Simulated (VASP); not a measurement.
## ScSi2: single point with PBE

The system is ScSi2.

```
Sc Si
1.0
     3.64675    0.00000    0.00000
     0.00000    3.64675    0.00000
     0.00000    0.00000    4.19552
Sc Si
1 2
Direct
  0.00000 0.00000 0.00000
  0.50000 0.00000 0.50000
  0.00000 0.50000 0.50000
```

The cell was generated, and may not be a known phase.

```json
{
 "Program": "VASP 6.6.1",
 "Task": "single point",
 "Functional": "PBE",
 "Potentials or basis": "VASP PAW PBE potentials, release 64 (Sc_sv, Si)",
 "Cutoff": "520 eV",
 "k mesh": "12 × 12 × 12",
 "Occupations": "gaussian, width 0.1 eV",
 "Spin": "no spin polarisation"
}
```

The pressure is 0.1 GPa and the band gap on the k mesh is zero (an odd number of electrons rules out a gap without spin polarisation).

Levels at points of the mesh, in eV from the Fermi level:
```csv
k point,band 8,band 9,band 10,band 11,band 12,band 13
"(0.00, 0.00, 0.00)",-1.71,-1.71,-1.07,1.53,1.53,2.40
"(0.50, 0.00, 0.00)",-0.68,0.14,0.17,0.58,1.80,2.74
"(0.50, 0.50, 0.00)",-5.13,-1.27,-1.27,2.13,3.24,3.91
"(0.00, 0.00, 0.50)",-2.43,-0.80,-0.75,1.59,2.85,3.05
"(0.50, 0.00, 0.50)",-2.37,-0.97,1.20,1.65,1.93,2.08
"(0.50, 0.50, 0.50)",-4.55,-0.90,-0.90,-0.43,1.25,3.32
```

Wall time 91 s on 1 thread of AMD EPYC 9R45 96-Core Processor (Zen 5) (shared host), peak memory 0.26 GiB.
